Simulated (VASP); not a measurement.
# BiAs (zincblende type) in VASP: a series of runs, part 2 of 2

VASP 6.6.1.

## Step 3: Electric field gradients, PBE

INCAR

```
SYSTEM = BiAs
PREC = Accurate ; ENCUT = 520
EDIFF = 1E-8 ; ISMEAR = -1
SIGMA = 0.05 ; LREAL = .False.
LASPH = .True. ; NELM = 80
ALGO = Normal ; ISIF = 2
LWAVE = .False. ; LCHARG = .False.
GGA = PE ; LEFG = .True.
NBANDS = 17
```

KPOINTS

```
regular mesh
0
Gamma
  5 5 5
  0 0 0
```

POSCAR

```
BiAs
1.0
    0.0000000000      3.3531471192      3.3531471192
    3.3531471192      0.0000000000      3.3531471192
    3.3531471192      3.3531471192      0.0000000000
As Bi
1 1
Direct
    0.0000000000      0.0000000000      0.0000000000
    0.2500000000      0.2500000000      0.2500000000
```

Potentials or basis: VASP PAW PBE potentials, release 64 (As, Bi_d).

On the command line:

```sh
cat potpaw_PBE.64/As/POTCAR potpaw_PBE.64/Bi_d/POTCAR > POTCAR
mpirun -np 1 vasp_std > vasp.out
```

OUTCAR:

```text
SYSTEM = BiAs
   PREC = Accurate
   ENCUT = 520
   EDIFF = 1E-8
   ISMEAR = -1
   LREAL = .False.
   LASPH = .True.
   NELM = 80
   ISIF = 2
   GGA = PE

 ion  position               nearest neighbor table
   1  0.000  0.000  0.000-   2 2.90   2 2.90   2 2.90   2 2.90
   2  0.250  0.250  0.250-   1 2.90   1 2.90   1 2.90   1 2.90

  LATTYP: Found a face centered cubic cell.
 ALAT       =     6.7062942384

  Lattice vectors:

 A1 = (   0.0000000000,   3.3531471192,   3.3531471192)
 A2 = (   3.3531471192,   0.0000000000,   3.3531471192)
 A3 = (   3.3531471192,   3.3531471192,   0.0000000000)

Analysis of symmetry for initial positions (statically):
=====================================================================
 Subroutine PRICEL returns:
 Original cell was already a primitive cell.

 Routine SETGRP: Setting up the symmetry group for a
 face centered cubic supercell.

 Subroutine GETGRP returns: Found 24 space group operations
 (whereof 24 operations were pure point group operations)
 out of a pool of 48 trial point group operations.

The static configuration has the point symmetry T_d .

Analysis of symmetry for dynamics (positions and initial velocities):
=====================================================================
 Subroutine PRICEL returns:
 Original cell was already a primitive cell.

 Routine SETGRP: Setting up the symmetry group for a
 face centered cubic supercell.

 Subroutine GETGRP returns: Found 24 space group operations
 (whereof 24 operations were pure point group operations)
 out of a pool of 48 trial point group operations.

[... 141 lines left out ...]
      1     -19.5317      2.00000
      2     -19.5317      2.00000
      3     -19.5317      2.00000
      4     -19.5146      2.00000
      5     -19.5146      2.00000
      6      -9.4221      2.00000
[... 177 lines left out ...]
      4     -19.5155      2.00000
      5     -19.5129      2.00000
      6      -7.8297      2.00000
[... 9 lines left out ...]
     16      11.9775      0.00000
     17      12.9849      0.00000

------------------------ aborting loop because EDIFF is reached ----------------------------------------

  FORCE on cell =-STRESS in cart. coord.  units (eV):
  Direction    XX          YY          ZZ          XY          YZ          ZX
  --------------------------------------------------------------------------------------
  -------------------------------------------------------------------------------------
  Total       -0.0247150     -0.0247150     -0.0247150     -0.0000000      0.0000000      0.0000000
  in kB       -0.5251493     -0.5251493     -0.5251493     -0.0000000      0.0000000      0.0000000
  external PRESSURE =      -0.5251493 kB  Pullay stress =       0.0000000 kB

 VOLUME and BASIS-vectors are now :
 -----------------------------------------------------------------------------
  energy-cutoff  :      520.00
  volume of cell :       75.40
      direct lattice vectors                 reciprocal lattice vectors
     0.000000000  3.353147119  3.353147119    -0.149113648  0.149113648  0.149113648
     3.353147119  0.000000000  3.353147119     0.149113648 -0.149113648  0.149113648
     3.353147119  3.353147119  0.000000000     0.149113648  0.149113648 -0.149113648

 POSITION                                       TOTAL-FORCE (eV/Angst)
 -----------------------------------------------------------------------------------
      0.00000      0.00000      0.00000         0.000000      0.000000      0.000000
      1.67657      1.67657      1.67657        -0.000000     -0.000000     -0.000000
 -----------------------------------------------------------------------------------
    total drift:                                0.000000      0.000000      0.000000

  FREE ENERGIE OF THE ION-ELECTRON SYSTEM (eV)
  ---------------------------------------------------
  free  energy   TOTEN  =        -8.1615632654 eV

  energy  without entropy=       -8.1470818764  energy(sigma->0) =       -8.15432257

 Electric field gradients (V/A^2)
---------------------------------------------------------------------
 ion       V_xx      V_yy      V_zz      V_xy      V_xz      V_yz
---------------------------------------------------------------------
   1      -0.000     0.000     0.000     0.000     0.000     0.000
   2       0.000     0.000    -0.000     0.002     0.002     0.002
---------------------------------------------------------------------

 Electric field gradients after diagonalization (V/A^2)
 (convention: |V_zz| > |V_xx| > |V_yy|)
----------------------------------------------------------------------
 ion       V_xx      V_yy      V_zz     asymmetry (V_yy - V_xx)/ V_zz
----------------------------------------------------------------------
   1      -0.000    -0.000     0.000       0.000
   2      -0.002    -0.002     0.004       0.000
----------------------------------------------------------------------

           NMR quadrupolar parameters

 Cq : quadrupolar parameter    Cq=e*Q*V_zz/h
 eta: asymmetry parameters     (V_yy - V_xx)/ V_zz
 Q  : nuclear electric quadrupole moment in mb (millibarn)
----------------------------------------------------------------------
 ion       Cq(MHz)       eta       Q (mb)
----------------------------------------------------------------------
   1       0.000       0.000       1.000
   2       0.000       0.000       1.000
----------------------------------------------------------------------
```

It took 11 s on 1 thread of AMD EPYC 9R45 (Zen 5), shared host; peak memory 0.17 GiB.

Results:

- Free energy: -8.1616 eV
- Pressure: -0.1 GPa
- Band gap on the k mesh: zero (bands 10 and 11 overlap by 0.32 eV)
- Largest electric field gradient by atom: under 0.05 V/Å² on every atom

Levels at points of the mesh, in eV from the Fermi level:
| k point | band 8 | band 9 | band 10 | band 11 | band 12 | band 13 |
| --- | --- | --- | --- | --- | --- | --- |
| (0.00, 0.00, 0.00) | -1.63 | -1.63 | -1.63 | 0.87 | 0.87 | 0.87 |

Caveat: spin-orbit coupling is left out, which moves the levels of the heavy elements.

## Step 4: Electric field gradients, PBE

INCAR

```
PREC = Accurate ; ENCUT = 520
EDIFF = 1E-8 ; ISMEAR = -1
SIGMA = 0.05 ; LREAL = False
LASPH = True ; NELM = 60
ALGO = Normal ; ISIF = 2
LWAVE = False ; LCHARG = False
GGA = PE ; LEFG = True
NBANDS = 17
```

KPOINTS

```
Automatic mesh
0
Gamma
  8 8 8
```

POSCAR is that of step 3.

Potentials or basis: VASP PAW PBE potentials, release 64 (As, Bi_d).

On the command line:

```sh
cat potpaw_PBE.64/As/POTCAR potpaw_PBE.64/Bi_d/POTCAR > POTCAR
mpirun -np 1 vasp_std > vasp.out
```

OUTCAR:

```text
PREC = Accurate
   ENCUT = 520
   EDIFF = 1E-8
   ISMEAR = -1
   LREAL = False
   LASPH = True
   NELM = 60
   ISIF = 2
   GGA = PE

 ion  position               nearest neighbor table
   1  0.000  0.000  0.000-   2 2.90   2 2.90   2 2.90   2 2.90
   2  0.250  0.250  0.250-   1 2.90   1 2.90   1 2.90   1 2.90

  LATTYP: Found a face centered cubic cell.
 ALAT       =     6.7062942384

  Lattice vectors:

 A1 = (   0.0000000000,   3.3531471192,   3.3531471192)
 A2 = (   3.3531471192,   0.0000000000,   3.3531471192)
 A3 = (   3.3531471192,   3.3531471192,   0.0000000000)

Analysis of symmetry for initial positions (statically):
=====================================================================
 Subroutine PRICEL returns:
 Original cell was already a primitive cell.

 Routine SETGRP: Setting up the symmetry group for a
 face centered cubic supercell.

 Subroutine GETGRP returns: Found 24 space group operations
 (whereof 24 operations were pure point group operations)
 out of a pool of 48 trial point group operations.

The static configuration has the point symmetry T_d .

Analysis of symmetry for dynamics (positions and initial velocities):
=====================================================================
 Subroutine PRICEL returns:
 Original cell was already a primitive cell.

 Routine SETGRP: Setting up the symmetry group for a
 face centered cubic supercell.

 Subroutine GETGRP returns: Found 24 space group operations
 (whereof 24 operations were pure point group operations)
 out of a pool of 48 trial point group operations.

The dynamic configuration has the point symmetry T_d .
[... 147 lines left out ...]

 val. band max:        3.3788927951   @ k =  -0.3750   0.5000   0.1250
 cond. band min:       3.5478848741   @ k =   0.5000   0.3750   0.0000
 fundamental gap:      0.1689920790
 Fermi energy:         3.4285429836

 k-point     1 :       0.0000    0.0000    0.0000
  band No.  band energies     occupation
      1     -19.5259      2.00000
      2     -19.5259      2.00000
      3     -19.5259      2.00000
      4     -19.5087      2.00000
      5     -19.5087      2.00000
      6      -9.4065      2.00000
[... 457 lines left out ...]
      4     -19.5087      2.00000
      5     -19.5074      2.00000
      6      -8.0248      2.00000
[... 9 lines left out ...]
     16      11.2876      0.00000
     17      11.7868      0.00000

 [... further k-points ...]
[... 5 lines left out ...]
  --------------------------------------------------------------------------------------
  -------------------------------------------------------------------------------------
  Total        0.0795310      0.0795310      0.0795310     -0.0000000      0.0000000      0.0000000
  in kB        1.6898921      1.6898921      1.6898921     -0.0000000      0.0000000      0.0000000
  external PRESSURE =       1.6898921 kB  Pullay stress =       0.0000000 kB

 VOLUME and BASIS-vectors are now :
 -----------------------------------------------------------------------------
  energy-cutoff  :      520.00
  volume of cell :       75.40
      direct lattice vectors                 reciprocal lattice vectors
     0.000000000  3.353147119  3.353147119    -0.149113648  0.149113648  0.149113648
     3.353147119  0.000000000  3.353147119     0.149113648 -0.149113648  0.149113648
     3.353147119  3.353147119  0.000000000     0.149113648  0.149113648 -0.149113648

 POSITION                                       TOTAL-FORCE (eV/Angst)
 -----------------------------------------------------------------------------------
      0.00000      0.00000      0.00000         0.000000     -0.000000      0.000000
      1.67657      1.67657      1.67657        -0.000000      0.000000     -0.000000
 -----------------------------------------------------------------------------------
    total drift:                                0.000000      0.000000      0.000000

  FREE ENERGIE OF THE ION-ELECTRON SYSTEM (eV)
  ---------------------------------------------------
  free  energy   TOTEN  =        -8.1398671688 eV

  energy  without entropy=       -8.1312791450  energy(sigma->0) =       -8.13557316

 Electric field gradients (V/A^2)
---------------------------------------------------------------------
 ion       V_xx      V_yy      V_zz      V_xy      V_xz      V_yz
---------------------------------------------------------------------
   1       0.000    -0.000     0.000     0.000     0.000     0.000
   2       0.000    -0.000     0.000     0.002     0.002     0.002
---------------------------------------------------------------------

 Electric field gradients after diagonalization (V/A^2)
 (convention: |V_zz| > |V_xx| > |V_yy|)
----------------------------------------------------------------------
 ion       V_xx      V_yy      V_zz     asymmetry (V_yy - V_xx)/ V_zz
----------------------------------------------------------------------
   1      -0.000    -0.000     0.000       0.000
   2      -0.002    -0.002     0.004       0.000
----------------------------------------------------------------------

           NMR quadrupolar parameters

 Cq : quadrupolar parameter    Cq=e*Q*V_zz/h
 eta: asymmetry parameters     (V_yy - V_xx)/ V_zz
 Q  : nuclear electric quadrupole moment in mb (millibarn)
----------------------------------------------------------------------
 ion       Cq(MHz)       eta       Q (mb)
----------------------------------------------------------------------
   1       0.000       0.000       1.000
   2       0.000       0.000       1.000
----------------------------------------------------------------------
```

It took 22 s on 1 thread of AMD EPYC 9R45 (Zen 5), shared host; peak memory 0.19 GiB.

Results:

| Quantity | Value |
| --- | --- |
| Free energy | -8.1399 eV |
| Pressure | 0.2 GPa |
| Band gap on the k mesh | zero (bands 10 and 11 overlap by 0.85 eV) |
| Largest electric field gradient by atom | under 0.05 V/Å² on every atom |

Levels at points of the mesh, in eV from the Fermi level:
```tsv
k point	band 8	band 9	band 10	band 11	band 12	band 13
(0.00, 0.00, 0.00)	-1.55	-1.55	-1.55	0.94	0.94	0.94
(0.50, 0.00, 0.00)	-2.50	-2.38	-2.38	2.02	2.02	4.03
(0.50, 0.50, 0.00)	-3.30	-3.30	-0.50	-0.38	4.63	4.63
```

Caveat: spin-orbit coupling is left out, which moves the levels of the heavy elements.

## Step 5: Electric field gradients, PBE (x and y stretched by +1 %, z held)

INCAR

```
SYSTEM = BiAs
ALGO = Normal
EDIFF = 1E-8
ENCUT = 520
GGA = PE
ISIF = 2
ISMEAR = -1
LASPH = .TRUE.
LCHARG = .FALSE.
LEFG = .TRUE.
LREAL = .FALSE.
LWAVE = .FALSE.
NBANDS = 17
NELM = 80
PREC = Accurate
SIGMA = 0.05
```

KPOINTS

```
k-points
0
G
  10 10 10
  0 0 0
```

POSCAR

```
BiAs
1.0
    0.0000000000      3.3866785904      3.3531471192
    3.3866785904      0.0000000000      3.3531471192
    3.3866785904      3.3866785904      0.0000000000
As Bi
1 1
Direct
    0.0000000000      0.0000000000      0.0000000000
    0.2500000000      0.2500000000      0.2500000000
```

Potentials or basis: VASP PAW PBE potentials, release 64 (As, Bi_d).

On the command line:

```sh
cat potpaw_PBE.64/As/POTCAR potpaw_PBE.64/Bi_d/POTCAR > POTCAR
mpirun -np 1 vasp_std > vasp.out
```

OUTCAR:

```text
SYSTEM = BiAs
   EDIFF = 1E-8
   ENCUT = 520
   GGA = PE
   ISIF = 2
   ISMEAR = -1
   LASPH = .TRUE.
   LREAL = .FALSE.
   NELM = 80
   PREC = Accurate

 ion  position               nearest neighbor table
   1  0.000  0.000  0.000-   2 2.92   2 2.92   2 2.92   2 2.92
   2  0.250  0.250  0.250-   1 2.92   1 2.92   1 2.92   1 2.92

  LATTYP: Found a body centered tetragonal cell.
 ALAT       =     4.7894867939
 C/A-ratio  =     1.4002114479

  Lattice vectors:

 A1 = (   0.0000000000,  -3.3866785904,  -3.3531471192)
 A2 = (   0.0000000000,   3.3866785904,  -3.3531471192)
 A3 = (   3.3866785904,   0.0000000000,   3.3531471192)

Analysis of symmetry for initial positions (statically):
=====================================================================
 Subroutine PRICEL returns:
 Original cell was already a primitive cell.

 Routine SETGRP: Setting up the symmetry group for a
[... 669 lines left out ...]
  volume of cell :       76.92
      direct lattice vectors                 reciprocal lattice vectors
     0.000000000  3.386678590  3.353147119    -0.147637275  0.147637275  0.149113648
     3.386678590  0.000000000  3.353147119     0.147637275 -0.147637275  0.149113648
     3.386678590  3.386678590  0.000000000     0.147637275  0.147637275 -0.149113648

 POSITION                                       TOTAL-FORCE (eV/Angst)
 -----------------------------------------------------------------------------------
      0.00000      0.00000      0.00000         0.000000      0.000000     -0.000000
      1.69334      1.69334      1.67657         0.000000     -0.000000      0.000000
 -----------------------------------------------------------------------------------
    total drift:                                0.000000      0.000000      0.000000

  FREE ENERGIE OF THE ION-ELECTRON SYSTEM (eV)
  ---------------------------------------------------
  free  energy   TOTEN  =        -8.1441284866 eV

  energy  without entropy=       -8.1353466686  energy(sigma->0) =       -8.13973758

 Electric field gradients (V/A^2)
---------------------------------------------------------------------
 ion       V_xx      V_yy      V_zz      V_xy      V_xz      V_yz
---------------------------------------------------------------------
   1       1.900     1.900    -3.799     0.000     0.000     0.000
   2       5.798     5.798   -11.596     0.001     0.002     0.002
---------------------------------------------------------------------

 Electric field gradients after diagonalization (V/A^2)
 (convention: |V_zz| > |V_xx| > |V_yy|)
----------------------------------------------------------------------
 ion       V_xx      V_yy      V_zz     asymmetry (V_yy - V_xx)/ V_zz
----------------------------------------------------------------------
   1       1.900     1.900    -3.799       0.000
   2       5.799     5.797   -11.596       0.000
----------------------------------------------------------------------

           NMR quadrupolar parameters

 Cq : quadrupolar parameter    Cq=e*Q*V_zz/h
 eta: asymmetry parameters     (V_yy - V_xx)/ V_zz
 Q  : nuclear electric quadrupole moment in mb (millibarn)
----------------------------------------------------------------------
 ion       Cq(MHz)       eta       Q (mb)
----------------------------------------------------------------------
   1      -0.009       0.000       1.000
   2      -0.028       0.000       1.000
----------------------------------------------------------------------
```

stdout:

```text
POSCAR found type information on POSCAR AsBi
 POSCAR found :  2 types and       2 ions
 scaLAPACK will be used
 LDA part: xc-table for (Slater+PW92), standard interpolation
 POSCAR, INCAR and KPOINTS ok, starting setup
 FFT: planning ... GRIDC
 FFT: planning ... GRID_SOFT
 FFT: planning ... GRID
 WAVECAR not read
 entering main loop
ion   1

ion   2
```

It took 60 s on 1 thread of AMD EPYC 9R45 (Zen 5), shared host; peak memory 0.26 GiB.

What came out:

| Quantity | Value |
| --- | --- |
| Free energy | -8.1441 eV |
| Pressure | -0.7 GPa |
| Band gap on the k mesh | zero (bands 10 and 11 overlap by 0.74 eV) |
| Largest electric field gradient by atom | As -3.8; Bi -11.6 V/Å² |

Electric field gradients, principal values (V/Å²):
| atom | least | middle | greatest (by size) |
| --- | --- | --- | --- |
| 1 As | 1.900 | 1.900 | -3.799 |
| 2 Bi | 5.797 | 5.799 | -11.596 |

Caveat: the cell differs from its parent crystal (x and y stretched by +1 %, z held); without QUAD_EFG the Cq values of the log hold for a quadrupole moment of 1 mb, not for the nuclei; spin-orbit coupling is left out, which moves the levels of the heavy elements.

## Step 6: The runs side by side

| cell | k mesh | gap on the mesh (eV) | pressure (GPa) |
| --- | --- | --- | --- |
| a = 4.742 Å, angles 60.0°, 2 atoms | 3 × 3 × 3 | 0.21 | -1.2 |
| a = 4.742 Å, angles 60.0°, 2 atoms | 5 × 5 × 5 | none | -0.1 |
| a = 4.742 Å, angles 60.0°, 2 atoms | 8 × 8 × 8 | none | 0.2 |
| a = 4.766, b = 4.766, c = 4.789 Å, angles 59.8, 59.8, 60.3°, 2 atoms | 10 × 10 × 10 | none | -0.7 |

Alike in all rows: task electric field gradients; level PBE; potentials or basis VASP PAW PBE potentials, release 64 (As, Bi_d); no spin polarisation; cutoff (eV) 520; smearing fermi-dirac 0.05 eV.

Caveats: some runs use coarse meshes; spin-orbit coupling is left out, which moves the levels of the heavy elements; an odd mesh through Γ misses points on the zone boundary, where band edges can lie (at least some runs).

Absolute energies hang on the potentials; compare differences alone.

The gap in the log of VASP goes by the Fermi energy; the results here count the filled bands.